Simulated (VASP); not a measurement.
Write the native input for VASP 6.6.1 that does the following.

```
Task                   : single point
Functional             : r2SCAN
Potentials or basis    : VASP PAW PBE potentials, release 64 (B, N)
Cutoff                 : 520 eV
k mesh                 : 12 × 12 × 4
Occupations            : gaussian, width 0.05 eV
Spin                   : no spin polarisation
Dipole correction      : no
Further INCAR settings : ALGO = Normal; EDIFF = 1e-07; NBANDS = 16
```

BN:

```
B N
1.0
     2.83252    0.00000    0.00000
    -1.41626    2.45303    0.00000
     0.00000    0.00000    6.66120
B N
2 2
Direct
  0.33333 0.66667 0.25000
  0.66667 0.33333 0.75000
  0.33333 0.66667 0.75000
  0.66667 0.33333 0.25000
```

This cell differs from its parent crystal: strain +0.1312 x Voigt [1, 1, 0, 0, 0, 0].

These files were run (other wordings do the same):

POSCAR

```
BN
1.0
    2.8325154159      0.0000000000      0.0000000000
   -1.4162577080      2.4530303068      0.0000000000
    0.0000000000      0.0000000000      6.6612000000
B N
2 2
Direct
    0.3333333333      0.6666666667      0.2500000000
    0.6666666667      0.3333333333      0.7500000000
    0.3333333333      0.6666666667      0.7500000000
    0.6666666667      0.3333333333      0.2500000000
```

INCAR.step1

```
PREC     = Accurate       # precision mode
ENCUT    = 520            # plane-wave cutoff, eV
ISMEAR   = 0              # smearing method
SIGMA    = 0.05           # smearing width, eV
LREAL    = F              # projectors in reciprocal space
LASPH    = T              # aspherical terms in the spheres
NELM     = 100            # most SCF steps
NBANDS   = 16             # bands
GGA      = PE             # functional
ALGO     = Normal         # electronic algorithm
EDIFF    = 1E-4           # SCF threshold, eV
LWAVE    = T              # write WAVECAR
LCHARG   = F              # write CHGCAR
```

INCAR.step2

```
PREC     = Accurate       # precision mode
ENCUT    = 520            # plane-wave cutoff, eV
EDIFF    = 1E-7           # SCF threshold, eV
ISMEAR   = 0              # smearing method
SIGMA    = 0.05           # smearing width, eV
LREAL    = F              # projectors in reciprocal space
LASPH    = T              # aspherical terms in the spheres
NELM     = 100            # most SCF steps
ALGO     = Normal         # electronic algorithm
ISIF     = 2              # what is computed and relaxed
LWAVE    = F              # write WAVECAR
LCHARG   = T              # write CHGCAR
METAGGA  = R2SCAN         # meta-GGA
LMIXTAU  = T            
LELF     = T              # ELF
LVHAR    = T            
NBANDS   = 16             # bands
ISTART   = 1
```

KPOINTS

```
Automatic mesh
0
Gamma
  12 12 4
```

Potentials or basis: VASP PAW PBE potentials, release 64 (B, N).

Run with:

```console
$ cat potpaw_PBE.64/B/POTCAR potpaw_PBE.64/N/POTCAR > POTCAR
$ cp INCAR.step1 INCAR
$ mpirun -np 1 vasp_std > vasp.out
$ cp INCAR.step2 INCAR
$ mpirun -np 1 vasp_std > vasp.out
```

It gave:

```
Pressure               : -52.3 GPa
Band gap on the k mesh : 4.11 eV (least direct gap 4.29 eV)
```

Caveat: the cell differs from its parent crystal (strain +0.1312 x Voigt [1, 1, 0, 0, 0, 0]); the cell stands under tension; the PAW data sets were made with another functional, which shifts forces and pressure a little.

It took 2.5 min on 1 thread of Intel Xeon 8259CL (shared host), peak memory 0.18 GiB.
